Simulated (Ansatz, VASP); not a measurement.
## HfC in VASP and in Ansatz

Contents of POSCAR:

```
HfC
1.0
    3.3428660531      0.0000000000      0.0000000000
   -1.6714330265      2.8950069234      0.0000000000
    0.0000000000      0.0000000000      5.2027140000
Hf C
2 2
Direct
    0.3333333333      0.6666666667      0.2500000000
    0.6666666667      0.3333333333      0.7500000000
    0.0000000000      0.0000000000      0.5000000000
    0.0000000000      0.0000000000      0.0000000000
```

Contents of INCAR.step1:

```
SYSTEM = HfC
ALGO = Normal
EDIFF = 1E-4
ENCUT = 520
GGA = PE
ISMEAR = -1
LASPH = .True.
LCHARG = .False.
LDAU = .True.
LDAUJ = 0 0
LDAUL = 2 -1
LDAUTYPE = 2
LDAUU = 6 0
LMAXMIX = 4
LREAL = .False.
LWAVE = .True.
NBANDS = 22
NELM = 150
PREC = Accurate
SIGMA = 0.05
```

File INCAR.step2:

```
SYSTEM = HfC
ALGO = Normal
EDIFF = 1E-6
ENCUT = 520
ISIF = 2
ISMEAR = -1
ISTART = 1
LASPH = .True.
LCHARG = .False.
LDAU = .True.
LDAUJ = 0 0
LDAUL = 2 -1
LDAUPRINT = 1
LDAUTYPE = 2
LDAUU = 6 0
LMAXMIX = 4
LMIXTAU = .True.
LREAL = .False.
LWAVE = .False.
METAGGA = R2SCAN
NBANDS = 22
NELM = 150
PREC = Accurate
SIGMA = 0.05
```

File KPOINTS:

```
k-points
0
Gamma
  9 9 5
  0 0 0
```

The input input.yaml:

```yaml
crystal:
  lattice:
    - [3.3428660531, 0.0, 0.0]
    - [-1.6714330265, 2.8950069234, 0.0]
    - [0.0, 0.0, 5.202714]
  atoms:
    - { symbol: Hf, position: [0.3333333333, 0.6666666667, 0.25] }
    - { symbol: Hf, position: [0.6666666667, 0.3333333333, 0.75] }
    - { symbol: C, position: [0.0, 0.0, 0.5] }
    - { symbol: C, position: [0.0, 0.0, 0.0] }
hamiltonian:
  xc: r2scan
  pseudopotentials: { kind: paw }
  hubbard: { sites: [{ species: Hf, l: d, u_eff: 6.0 }] }
kpoints:
  mp_grid: { grid: [9, 9, 5] }
  band_path:
    path:
      - [[0.0, 0.0, 0.0], [0.5, 0.0, 0.0], [0.3333333333, 0.3333333333, 0.0], [0.0, 0.0, 0.0], [0.0, 0.0, 0.5], [0.5, 0.0, 0.5], [0.3333333333, 0.3333333333, 0.5], [0.0, 0.0, 0.5]]
      - [[0.5, 0.0, 0.5], [0.5, 0.0, 0.0]]
      - [[0.3333333333, 0.3333333333, 0.0], [0.3333333333, 0.3333333333, 0.5]]
    npoints: 14
scf:
  occupations: { method: fermi_dirac, width: 0.05 }
  n_extra_bands: 10
output:
  forces: true
  stress: true
  eigenvalues: true
  fatbands: false
```

Alike in both runs: functional r2SCAN; k mesh 9 × 9 × 5; occupations fermi-dirac, width 0.05 eV; no spin polarisation; Hubbard terms Hf d U = 6.0 eV.

|  | VASP | Ansatz |
| --- | --- | --- |
| version | VASP 6.6.1 | Ansatz 0.2.0 |
| potentials or method | VASP PAW PBE potentials, release 64 (Hf_pv, C) | Ansatz PAW |
| plane-wave cutoff (eV) | 520 | 500 |
| valence electrons in the cell | 28 | 60 |
| task | single point | band structure |

```csv
,VASP,Ansatz,Ansatz less VASP
gap on the k mesh at the Fermi level (eV),none,none,-
pressure (GPa),18.3,6.8,-11.49
"traceless stress, the component that is largest in VASP (GPa)",7.44,10.35,+2.910
```

VASP's potentials were made for PBE, not for r2SCAN. The programs project onto different local orbitals, so the same U acts differently, and such runs can settle in different states. A gap of «none» marks a metal or a gap that the smearing closes. VASP's potentials hold 28 valence electrons a cell and Ansatz's 60, so a difference there can come from the potentials and not from the codes.

Neither program's run includes spin-orbit coupling.
